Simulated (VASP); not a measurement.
# Ba (I4/mmm) in VASP: single point with PBEsol

Aim: the single point of Ba with PBEsol.

All numbers are computed with VASP 6.6.1; they aren't measurements. Logs are shortened: lines on timing, memory, paths and dates and some standing lists are left out, and cuts for length are marked.

### Step 1. The cell of the first run

It takes space group I4/mmm (No. 139, tetragonal). The conventional cell has a = 5.250 Å, b = 5.250 Å, c = 5.125 Å, α = 90.00°, β = 90.00°, γ = 90.00°.

### Step 2. Single point, PBEsol (strain +0.050 along x and y, +0.025 along z)

INCAR reads:

```
SYSTEM = Ba
PREC     = Accurate       ! precision mode
ENCUT    = 520            ! plane-wave cutoff, eV
EDIFF    = 1E-6           ! SCF threshold, eV
ISMEAR   = 0              ! smearing method
SIGMA    = 0.15           ! smearing width, eV
LREAL    = .FALSE.        ! projectors in reciprocal space
LASPH    = .TRUE.         ! aspherical terms in the spheres
NELM     = 80             ! most SCF steps
ALGO     = Fast           ! electronic algorithm
ISIF     = 2              ! what is computed and relaxed
LWAVE    = .FALSE.        ! write WAVECAR
LCHARG   = .FALSE.        ! write CHGCAR
GGA      = PS             ! functional
NBANDS   = 11             ! bands
```

KPOINTS reads:

```
Automatic mesh
0
G
  14 14 14
  0 0 0
```

POSCAR reads:

```
Ba
1.0
   -2.6250000000      2.6250000000      2.5625000000
    2.6250000000     -2.6250000000      2.5625000000
    2.6250000000      2.6250000000     -2.5625000000
Ba
1
Direct
    0.0000000000      0.0000000000      0.0000000000
```

Potentials or basis: VASP PAW PBE potentials, release 64 (Ba_sv).

Command:

```
> cat potpaw_PBE.64/Ba_sv/POTCAR > POTCAR
> mpirun -np 1 vasp_std > vasp.out
```

OUTCAR:

```text
SYSTEM = Ba
   PREC = Accurate
   ENCUT = 520
   EDIFF = 1E-6
   ISMEAR = 0
   LREAL = .FALSE.
   LASPH = .TRUE.
   NELM = 80
   ISIF = 2
   GGA = PS

 ion  position               nearest neighbor table
   1  0.000  0.000  0.000-

  LATTYP: Found a body centered tetragonal cell.
 ALAT       =     5.2500000000
 C/A-ratio  =     0.9761904762

  Lattice vectors:

 A1 = (  -2.6250000000,   2.6250000000,   2.5625000000)
 A2 = (   2.6250000000,  -2.6250000000,   2.5625000000)
 A3 = (   2.6250000000,   2.6250000000,  -2.5625000000)

Analysis of symmetry for initial positions (statically):
=====================================================================
 Subroutine PRICEL returns:
 Original cell was already a primitive cell.

 Routine SETGRP: Setting up the symmetry group for a
 body centered tetragonal supercell.

 Subroutine GETGRP returns: Found 16 space group operations
 (whereof 16 operations were pure point group operations)
 out of a pool of 16 trial point group operations.

The static configuration has the point symmetry D_4h.

Analysis of symmetry for dynamics (positions and initial velocities):
=====================================================================
 Subroutine PRICEL returns:
 Original cell was already a primitive cell.

 Routine SETGRP: Setting up the symmetry group for a
 body centered tetragonal supercell.

 Subroutine GETGRP returns: Found 16 space group operations
 (whereof 16 operations were pure point group operations)
 out of a pool of 16 trial point group operations.

The dynamic configuration has the point symmetry D_4h.

 Subroutine INISYM returns: Found 16 space group operations
 (whereof 16 operations are pure point group operations),
 and found     1 'primitive' translations

----------------------------------------------------------------------------------------

                                     Primitive cell

  volume of cell :      70.6289

  direct lattice vectors                    reciprocal lattice vectors
    -2.625000000  2.625000000  2.562500000     0.000000000  0.190476190  0.195121951
     2.625000000 -2.625000000  2.562500000     0.190476190  0.000000000  0.195121951
     2.625000000  2.625000000 -2.562500000     0.190476190  0.190476190  0.000000000

  length of vectors
     4.510837644  4.510837644  4.510837644     0.272678850  0.272678850  0.269374012

  position of ions in fractional coordinates (direct lattice)
     0.000000000  0.000000000  0.000000000

  ion indices of the primitive-cell ions
   primitive index   ion index
                 1           1

----------------------------------------------------------------------------------------

 KPOINTS: Automatic mesh

Automatic generation of k-mesh.
 Grid dimensions read from file:
 generate k-points for:   14   14   14

 Generating k-lattice:

  Cartesian coordinates                     Fractional coordinates (reciprocal lattice)
     0.000000000  0.013605442  0.013937282     0.071428571  0.000000000 -0.000000000
     0.013605442  0.000000000  0.013937282     0.000000000  0.071428571 -0.000000000
     0.013605442  0.013605442  0.000000000     0.000000000  0.000000000  0.071428571

  Length of vectors
     0.019477061  0.019477061  0.019241001

  Shift w.r.t. Gamma in fractional coordinates (k-lattice)
     0.000000000  0.000000000  0.000000000

 Subroutine IBZKPT returns following result:
 ===========================================

 Found    244 irreducible k-points:

 Following reciprocal coordinates:
            Coordinates               Weight
  0.000000  0.000000  0.000000      1.000000
  0.071429  0.000000  0.000000      8.000000
  0.142857 -0.000000  0.000000      8.000000
  0.214286  0.000000 -0.000000      8.000000
  0.285714 -0.000000  0.000000      8.000000
  0.357143 -0.000000  0.000000      8.000000
[... 16 lines left out ...]
  0.214286  0.142857  0.000000     16.000000
  0.285714  0.142857  0.000000     16.000000
 [... further k-points ...]
   k-points           NKPTS =    244   k-points in BZ     NKDIM =    244   number of bands    NBANDS=     11
   number of dos      NEDOS =    301   number of ions     NIONS =      1
   total plane-waves  NPLWV =  46656
   dimension x,y,z NGX =    36 NGY =   36 NGZ =   36
   dimension x,y,z NGXF=    72 NGYF=   72 NGZF=   72
   ions per type =               1
   NGX,Y,Z   is equivalent  to a cutoff of  13.27, 13.27, 13.27 a.u.
   NGXF,Y,Z  is equivalent  to a cutoff of  26.54, 26.54, 26.54 a.u.
 SYSTEM =  Ba
   PREC   = accura    normal or accurate (medium, high low for compatibility)
   ISTART =      0    job   : 0-new  1-cont  2-samecut
   ICHARG =      2    charge: 1-file 2-atom 10-const
   ISPIN  =      1    spin polarized calculation?
   LNONCOLLINEAR =      F non collinear calculations
   LSORBIT =      F    spin-orbit coupling
   LASPH  =      T    aspherical Exc in radial PAW
   ENCUT  =  520.0 eV  38.22 Ry    6.18 a.u.   8.39  8.39  8.39*2*pi/ulx,y,z
   NELM   =     80;   NELMIN=  2; NELMDL= -5     # of ELM steps
   EDIFF  = 0.1E-05   stopping-criterion for ELM
   LREAL  =      F    real-space projection
   EDIFFG = 0.1E-04   stopping-criterion for IOM
   NSW    =      0    number of steps for IOM
   IBRION =     -1    ionic relax: 0-MD 1-quasi-New 2-CG
   NFREE  =      0    steps in history (QN), initial steepest desc. (CG)
   ISIF   =      2    stress and relaxation
   ISYM   =      2    0-nonsym 1-usesym 2-fastsym
   POTIM  = 0.5000    time-step for ionic-motion
   TEBEG  =    0.0;   TEEND  =   0.0 temperature during run
   PSTRESS=    0.0 pullay stress
   NELECT =      10.0000    total number of electrons
   NUPDOWN=      -1.0000    fix difference up-down
   EMIN   =  10.00;   EMAX   =-10.00  energy-range for DOS
   EFERMI =   0.00;   METHOD = LEGACY
   ISMEAR =     0;   SIGMA  =   0.15  broadening in eV -4-tet -1-fermi 0-gaus
   EFERMI_NEDOS =   21; number of points for ismear=-14 and -15
   IALGO  =     68    algorithm
   IMIX   =      4    mixing-type and parameters
     AMIX     =   0.40;   BMIX     =  1.00
     AMIX_MAG =   1.60;   BMIX_MAG =  1.00
  volume/ion in A,a.u.               =      70.63       476.63
  Fermi-wavevector in a.u.,A,eV,Ry     =   0.853259  1.612425  9.905725  0.728050
  Thomas-Fermi vector in A             =   1.969673
   LORBIT       =      0    0 simple, 1 ext, 2 COOP (PROOUT), +10 PAW based schemes
   GGA     = PS    functional components
   LHFCALC =     F    Hartree Fock is set to
   AEXX    =    0.0000 exact exchange contribution
   IVDW    =     0    specifies the selected vdW correction
   LEPSILON=     F    determine dielectric tensor
   LRPA    =     F    only Hartree local field effects (RPA)
 non-spin polarized calculation
 RMM-DIIS sequential band-by-band and
 Gauss-broadening in eV      SIGMA  =   0.15
  energy-cutoff  :      520.00
  volume of cell :       70.63
 maximum number of plane-waves:      1922
 NGX is ok and might be reduce to    36
   NGX = 17   NGY = 17   NGZ = 17

 number of electron      10.0000000 magnetization

 Free energy of the ion-electron system (eV)
  ---------------------------------------------------
  ext. energy  EPLUGINS =         0.00000000
  ---------------------------------------------------
  free energy    TOTEN  =        -2.09934055 eV

  energy without entropy =       -2.08521713  energy(sigma->0) =       -2.09227884

 E-fermi :   1.1902     XC(G=0):  -7.1445

 val. band max:        1.1871938187   @ k =  -0.4286  -0.4286   0.2143
 cond. band min:       1.2034619819   @ k =  -0.3571  -0.3571   0.2857
 fundamental gap:      0.0162681632
 Fermi energy:         1.1902061297

 k-point     1 :       0.0000    0.0000    0.0000
  band No.  band energies     occupation
      1     -27.8838      2.00000
      2     -12.8665      2.00000
      3     -12.8665      2.00000
      4     -12.8655      2.00000
      5      -1.5121      2.00000
      6       2.7818      0.00000
      7       2.9120      0.00000
      8       2.9120      0.00000
      9       4.0540      0.00000
     10       4.2420      0.00000
     11       7.7410      0.00000

 k-point     2 :       0.0714    0.0000    0.0000
  band No.  band energies     occupation
      1     -27.8825      2.00000
      2     -12.8827      2.00000
      3     -12.8719      2.00000
      4     -12.8662      2.00000
      5      -1.4270      2.00000
      6       2.7552      0.00000
      7       2.8742      0.00000
      8       2.9531      0.00000
      9       4.0142      0.00000
     10       4.1654      0.00000
     11       7.9105      0.00000

 k-point     3 :       0.1429   -0.0000    0.0000
  band No.  band energies     occupation
      1     -27.8789      2.00000
      2     -12.9288      2.00000
      3     -12.8870      2.00000
      4     -12.8667      2.00000
      5      -1.1815      2.00000
      6       2.5905      0.00000
      7       2.7151      0.00000
      8       3.1898      0.00000
      9       3.9058      0.00000
     10       4.1218      0.00000
     11       8.1244      0.00000

 k-point     4 :       0.2143    0.0000   -0.0000
  band No.  band energies     occupation
      1     -27.8737      2.00000
      2     -12.9942      2.00000
      3     -12.9086      2.00000
      4     -12.8674      2.00000
      5      -0.8076      2.00000
      6       2.3656      0.00000
      7       2.4284      0.00000
      8       3.5992      0.00000
      9       3.9159      0.00000
     10       4.1509      0.00000
     11       8.1389      0.00000
[... 239 lines left out ...]
 k-point    22 :       0.1429    0.1429    0.0000
  band No.  band energies     occupation
      1     -27.8708      2.00000
      2     -13.0234      2.00000
      3     -12.9105      2.00000
      4     -12.8832      2.00000
      5      -0.5849      2.00000
      6       2.2570      0.00000
      7       2.2863      0.00000
      8       3.7362      0.00000
      9       3.8549      0.00000
     10       4.3802      0.00000
     11       8.3815      0.00000

 k-point    23 :       0.2143    0.1429    0.0000
  band No.  band energies     occupation
      1     -27.8656      2.00000
      2     -13.0779      2.00000
      3     -12.9372      2.00000
      4     -12.8877      2.00000
      5      -0.1496      2.00000
      6       1.9934      0.00000
      7       2.1194      0.00000
      8       3.7815      0.00000
      9       4.3968      0.00000
     10       4.5397      0.00000
     11       7.6548      0.00000

 k-point    24 :       0.2857    0.1429    0.0000
  band No.  band energies     occupation
      1     -27.8608      2.00000
      2     -13.1238      2.00000
      3     -12.9650      2.00000
      4     -12.8896      2.00000
      5       0.2649      2.00000
      6       1.8284      0.00000
      7       1.9991      0.00000
      8       3.9018      0.00000
      9       4.6229      0.00000
     10       5.0241      0.00000
     11       7.0236      0.00000

 [... further k-points ...]

------------------------ aborting loop because EDIFF is reached ----------------------------------------

  FORCE on cell =-STRESS in cart. coord.  units (eV):
  Direction    XX          YY          ZZ          XY          YZ          ZX
  --------------------------------------------------------------------------------------
  -------------------------------------------------------------------------------------
  Total       -0.5959719     -0.5959719     -0.5600072      0.0000000      0.0000000      0.0000000
  in kB      -13.5192896    -13.5192896    -12.7034516      0.0000000      0.0000000      0.0000000
  external PRESSURE =     -13.2473436 kB  Pullay stress =       0.0000000 kB

 VOLUME and BASIS-vectors are now :
 -----------------------------------------------------------------------------
  energy-cutoff  :      520.00
  volume of cell :       70.63
      direct lattice vectors                 reciprocal lattice vectors
    -2.625000000  2.625000000  2.562500000     0.000000000  0.190476190  0.195121951
     2.625000000 -2.625000000  2.562500000     0.190476190  0.000000000  0.195121951
     2.625000000  2.625000000 -2.562500000     0.190476190  0.190476190  0.000000000

 POSITION                                       TOTAL-FORCE (eV/Angst)
 -----------------------------------------------------------------------------------
      0.00000      0.00000      0.00000        -0.000000      0.000000      0.000000
 -----------------------------------------------------------------------------------
    total drift:                               -0.000000      0.000000      0.000000

  FREE ENERGIE OF THE ION-ELECTRON SYSTEM (eV)
  ---------------------------------------------------
  free  energy   TOTEN  =        -2.0993405513 eV

  energy  without entropy=       -2.0852171257  energy(sigma->0) =       -2.09227884
```

Wall time 1.8 min (1 thread of Intel Xeon Platinum 8488C (Sapphire Rapids), shared host); peak memory 0.34 GiB.

What came out:

```
Free energy            : -2.0993 eV
Pressure               : -1.3 GPa
Band gap on the k mesh : zero (bands 5 and 6 overlap by 0.74 eV)
```

Caveat: the cell differs from its parent crystal (strain +0.050 along x and y, +0.025 along z); the PAW data sets were made with another functional, which shifts forces and pressure a little; spin-orbit coupling is left out, which moves the levels of the heavy elements.
